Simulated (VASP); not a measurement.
A run of VASP 6.6.1:

Contents of INCAR:

```
  PREC = Accurate
  ENCUT = 520
  EDIFF = 1E-7
  ISMEAR = 0
  SIGMA = 0.05
  LREAL = False
  LASPH = True
  NELM = 60
  ALGO = Normal
  ISIF = 2
  LWAVE = False
  LCHARG = False
  GGA = PS
  NBANDS = 10
```

The input KPOINTS:

```
Automatic mesh
0
Gamma
  22 22 22
```

The input POSCAR:

```
Fe
1.0
   -1.3949057342      1.3949057342      1.3949057342
    1.3949057342     -1.3949057342      1.3949057342
    1.3949057342      1.3949057342     -1.3949057342
Fe
1
Direct
    0.0000000000      0.0000000000      0.0000000000
```

Potentials or basis: VASP PAW PBE potentials, release 64 (Fe).

Command:

```bash
$ cat potpaw_PBE.64/Fe/POTCAR > POTCAR
$ mpirun -np 1 vasp_std > vasp.out
```

Hardware: 1 thread of Intel(R) Xeon(R) 6975P-C (Granite Rapids), on a shared host.

**Question.** Estimate the wall time of this run.

**Answer.** Wall time 11 s on 1 thread of Intel(R) Xeon(R) 6975P-C (Granite Rapids) (shared host), peak memory 0.15 GiB. Counts: scf iterations 12, k points 328.
